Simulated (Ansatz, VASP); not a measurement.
**AlN: VASP beside Ansatz**

```xyz
8
Lattice="-3.3135 0.0000 0.0000 0.0000 0.0000 -4.1876 0.0000 -5.7391 0.0000" Properties=species:S:1:pos:R:3 pbc="T T T"
Al   -1.8407   -0.9565   -0.8860
Al    0.1840   -3.8261   -0.8860
Al   -0.1840   -1.9130   -2.9798
Al   -1.4727   -4.7826   -2.9798
N    -1.8340   -0.9565   -3.4507
N     0.1773   -3.8261   -3.4507
N    -0.1773   -1.9130   -1.3569
N    -1.4795   -4.7826   -1.3569
```

Change from the starting cell: mode 4 frozen in at -0.184 Å and mode 5 at -0.310 Å (largest displacements).

Alike in both runs: task single point; functional PBE; k mesh 8 × 6 × 4; occupations gaussian, width 0.05 eV; no spin polarisation.

|  | VASP | Ansatz |
| --- | --- | --- |
| version | VASP 6.6.1 | Ansatz 0.2.0 |
| potentials or method | VASP PAW PBE potentials, release 64 (Al, N), cutoff 520 eV | scalar-relativistic, plane waves, PAW |
| valence electrons in the cell | 32 | 32 |

|  | VASP | Ansatz | Ansatz less VASP |
| --- | --- | --- | --- |
| gap on the k mesh at the Fermi level (eV) | 3.86 | 3.85 | -0.004 |
| least direct gap on the mesh (eV) | 3.88 | 3.88 | -0.001 |
| pressure (GPa) | 25.3 | 25.3 | +0.02 |
| traceless stress, the component that is largest in VASP (GPa) | 73.83 | 73.44 | -0.383 |
| rms of the force components (eV/Å) | 3.876 | 3.861 | -0.0155 |

Atom by atom the forces differ by 0.015 eV/Å (rms over components). With one functional, cell and mesh, what is left measures potentials, basis and numerics.
